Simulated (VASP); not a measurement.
Here is a VASP 6.6.1 calculation.

The input INCAR:

```
SYSTEM = HfC
  ALGO = Normal
  EDIFF = 1E-6
  ENCUT = 520
  ISIF = 2
  ISMEAR = -1
  LASPH = .True.
  LCHARG = .False.
  LREAL = .False.
  LWAVE = .False.
  NBANDS = 14
  NELM = 80
  PREC = Accurate
  SIGMA = 0.05
```

Contents of KPOINTS:

```
k-points
0
Gamma
  10 10 10
  0 0 0
```

File POSCAR:

```
HfC
1.0
    0.0000000000      2.2775377028      2.2775377028
    2.2775377028      0.0000000000      2.2775377028
    2.2775377028      2.2775377028      0.0000000000
Hf C
1 1
Direct
    0.5000000000      0.5000000000      0.5000000000
    0.0000000000      0.0000000000      0.0000000000
```

Potentials or basis: VASP PAW LDA potentials, release 64 (Hf_pv, C).

Launch:

```bash
$ cat potpaw_LDA.64/Hf_pv/POTCAR potpaw_LDA.64/C/POTCAR > POTCAR
$ mpirun -np 1 vasp_std > vasp.out
```

(1) Estimate the band gap on the k mesh.

(2) Estimate the pressure.

Answers

(1) zero (band 7 reaches 7.41 eV, above the bottom of band 8 at 5.97 eV).

(2) 3.8 GPa.

Caveat: spin-orbit coupling is left out, which moves the levels of the heavy elements.
